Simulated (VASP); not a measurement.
The system is Rh.

```
Rh
1.0
     0.00000    2.64786    2.64786
     2.64786    0.00000    2.64786
     2.64786    2.64786    0.00000
Rh
2
Direct
  0.12500 0.12500 0.12500
  0.87500 0.87500 0.87500
```

This isn't the form of Rh at room conditions, which is fcc.

| Quantity | Value |
| --- | --- |
| Program | VASP 6.6.1 |
| Task | relaxation of cell and atoms |
| Functional | PBEsol |
| Potentials or basis | VASP PAW PBE potentials, release 64 (Rh_pv) |
| Cutoff | 600 eV |
| k mesh | 10 × 10 × 10 |
| Occupations | fermi-dirac, width 0.1 eV |
| Spin | no spin polarisation |

At the start: pressure 14.2 GPa; volume 18.56 Å³/atom.

Problem. How do energy, volume and symmetry change on relaxing?

Solution. Over 4 steps the energy falls by 62.4 meV/atom and the volume is 20.10 Å³/atom (+8.2 %); space group Fd-3m (No. 227, to 0.1 Å) before and after.

The path:
```tsv
step	energy change (eV)	largest force (eV/Å)	pressure (GPa)	volume (Å³)
1	0.0000	0.0000	14.23	37.13
2	0.2370	0.0000	-15.16	46.72
3	-0.1245	0.0000	-0.56	40.33
4	-0.1247	0.0000	-0.04	40.19
```

Final structure:
```yaml
crystal:
  lattice:
    - [0.00000, 2.71875, 2.71875]
    - [2.71875, 0.00000, 2.71875]
    - [2.71875, 2.71875, 0.00000]
  atoms:
    - { symbol: Rh, position: [0.12500, 0.12500, 0.12500] }
    - { symbol: Rh, position: [0.87500, 0.87500, 0.87500] }
```

Caveat: the PAW data sets were made with another functional, which shifts forces and pressure a little.
